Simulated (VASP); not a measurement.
Crystal: AgHBr.

```
CELL_PARAMETERS angstrom
3.29313 0.00000 0.00000
-1.64657 2.85194 0.00000
0.00000 0.00000 9.76059
ATOMIC_POSITIONS crystal
Ag 0.33333 0.66667 0.64399
Ag 0.66667 0.33333 0.35601
H 0.33333 0.66667 0.44163
H 0.66667 0.33333 0.55837
Br 0.33333 0.66667 0.16881
Br 0.66667 0.33333 0.83119
```

This cell differs from its parent crystal: Zr replaced by Ag, lengths x 0.945, strained.

Base run:

```yaml
Program: VASP 6.6.1
Functional: PBEsol
Potentials_or_basis: VASP PAW PBE potentials, release 64 (Ag, H, Br)
Cutoff: 520 eV
k_mesh: 12 × 12 × 4
Occupations: gaussian, width 0.1 eV
Spin: no spin polarisation
```

Its results: band gap on the k mesh zero (bands 19 and 20 overlap by 0.58 eV); pressure 8.4 GPa; largest force 1.845 eV/Å.

Question: The run is repeated on the same cell with these changes: dispersion from none to D3(BJ). What comes out?

Answer: Band gap on the k mesh zero (bands 19 and 20 overlap by 0.58 eV); pressure 5.7 GPa; largest force 1.862 eV/Å.

Dispersion adds attraction, which lowers the pressure at fixed volume and, as a term added to the energy, leaves the levels alone.

Caveats: the PAW data sets were made with another functional, which shifts forces and pressure a little; the stress differs along the axes, from 3 to 11 GPa (at least some runs); this functional lacks dispersion, which binds layers or chains, so the pressure and a relaxed spacing across them are unreliable (at least some runs); the stress differs along the axes, from 0 to 8 GPa (at least some runs).
